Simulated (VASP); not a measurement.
Write the native input for VASP 6.6.1 that does the following.

```
Task                   : relaxation of cell and atoms
Functional             : PBEsol
Potentials or basis    : VASP PAW PBE potentials, release 64 (Os)
Cutoff                 : 600 eV
k mesh                 : 11 × 11 × 6
Occupations            : fermi-dirac, width 0.05 eV
Spin                   : no spin polarisation
Target pressure        : 20 GPa
Dipole correction      : no
Further INCAR settings : ALGO = Normal; EDIFF = 1e-06; IBRION = 2; EDIFFG = -0.01; NSW = 60; ISIF = 3
```

The structure of Os lies in POSCAR:

```
Os
1.0
    2.7341000000      0.0000000000      0.0000000000
   -1.3670500000      2.3678000565      0.0000000000
    0.0000000000      0.0000000000      4.3197000000
Os
2
Direct
    0.6666666667      0.3333333333      0.7500000000
    0.3333333333      0.6666666667      0.2500000000
```

These files were run (other wordings do the same):

INCAR

```
PREC = Accurate
ENCUT = 600
EDIFF = 1E-6
ISMEAR = -1
SIGMA = 0.05
LREAL = False
LASPH = True
NELM = 80
ALGO = Normal
ISIF = 3
LWAVE = False
LCHARG = False
GGA = PS
IBRION = 2
NSW = 60
EDIFFG = -0.01
PSTRESS = 200.0
```

KPOINTS

```
regular mesh
0
Gamma
  11 11 6
```

Potentials or basis: VASP PAW PBE potentials, release 64 (Os).

Launch:

```console
$ cat potpaw_PBE.64/Os/POTCAR > POTCAR
$ mpirun -np 1 vasp_std > vasp.out
```

Results of the run:

```json
{"Relaxed volume": "13.36 Å³/atom", "Relaxed cell": "a = 2.691 Å, b = 2.691 Å, c = 4.260 Å, α = 90.00°, β = 90.00°, γ = 120.00°", "Space group after relaxing (to 0.1 Å)": "P6_3/mmc (No. 194)", "Energy change on relaxing (the run minimises the enthalpy)": "+33.0 meV/atom", "Ionic steps": "10", "Pressure after relaxing": "20.0 GPa", "Band gap on the k mesh": "zero (bands 8 and 9 overlap by 4.19 eV)"}
```

Caveat: the cell is relaxed towards a set pressure, so the run minimises the enthalpy, not the energy; the PAW data sets were made with another functional, which shifts forces and pressure a little; spin-orbit coupling is left out, which moves the levels of the heavy elements.

It took 110 s on 1 thread of Intel(R) Xeon(R) Platinum 8488C (Sapphire Rapids), on a shared host, peak memory 0.17 GiB.
